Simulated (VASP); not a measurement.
Input of a VASP 6.6.1 run:

The input INCAR:

```
SYSTEM = C
PREC = Accurate ; ENCUT = 520
EDIFF = 1E-6 ; ISMEAR = 1
SIGMA = 0.03 ; LREAL = .FALSE.
LASPH = .TRUE. ; NELM = 60
ALGO = Normal ; ISIF = 2
LWAVE = .FALSE. ; LCHARG = .TRUE.
GGA = PE ; LELF = .TRUE.
LVHAR = .TRUE. ; NBANDS = 16
```

KPOINTS

```
Automatic mesh
0
G
  15 15 4
  0 0 0
```

Contents of POSCAR:

```
C
1.0
    2.4665665061      0.0000000000      0.0000000000
   -1.2332832531      2.1361092544      0.0000000000
    0.0000000000      0.0000000000      8.5267424969
C
4
Direct
    1.0000000000      1.0000000000      0.2500000000
    0.0000000000      0.0000000000      0.7500000000
    0.3333333333      0.6666666667      0.2500000000
    0.6666666667      0.3333333333      0.7500000000
```

Potentials or basis: VASP PAW PBE potentials, release 64 (C).

Command:

```bash
$ cat potpaw_PBE.64/C/POTCAR > POTCAR
$ mpirun -np 1 vasp_std > vasp.out
```

(1) Estimate the pressure.

(2) Predict the band gap on the k mesh.

Results:

(1) 0.4 GPa.

(2) zero (filled and empty bands touch).

Caveat: this functional lacks dispersion, which binds the layers, so the pressure and a relaxed spacing across them are unreliable.
